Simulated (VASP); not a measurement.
A run of VASP 6.6.1 is set up as follows.

File INCAR:

```
  PREC = Accurate
  ENCUT = 600
  EDIFF = 1E-6
  ISMEAR = -1
  SIGMA = 0.05
  LREAL = F
  LASPH = T
  NELM = 100
  ALGO = Normal
  ISIF = 3
  LWAVE = F
  LCHARG = F
  GGA = PE
  IVDW = 12
  IBRION = 2
  NSW = 60
  EDIFFG = -0.01
```

The input KPOINTS:

```
regular mesh
0
Gamma
  8 8 8
```

File POSCAR:

```
InP
1.0
    0.0000000000      2.9305000000      2.9305000000
    2.9305000000      0.0000000000      2.9305000000
    2.9305000000      2.9305000000      0.0000000000
In P
1 1
Direct
    0.0000000000      0.0000000000      0.0000000000
    0.7500000000      0.7500000000      0.7500000000
```

Potentials or basis: VASP PAW PBE potentials, release 64 (In_d, P).

Command:

```sh
$ cat potpaw_PBE.64/In_d/POTCAR potpaw_PBE.64/P/POTCAR > POTCAR
$ mpirun -np 1 vasp_std > vasp.out
```

Q: Predict the relaxed cell.

A: a = 4.167 Å, b = 4.167 Å, c = 4.167 Å, α = 60.00°, β = 60.00°, γ = 60.00°.

Q: What does it give for the space group after relaxing (to 0.05 Å)?

A: F-43m (No. 216).

Q: Predict the relaxed volume.

A: 25.58 Å³/atom.

Final structure:
```
In P
1.0
     0.00000    2.94638    2.94638
     2.94638    0.00000    2.94638
     2.94638    2.94638    0.00000
In P
1 1
Cartesian
  0.0000 0.0000 0.0000
  4.4196 4.4196 4.4196
```

 Zero-point motion and thermal expansion aren't in these numbers.
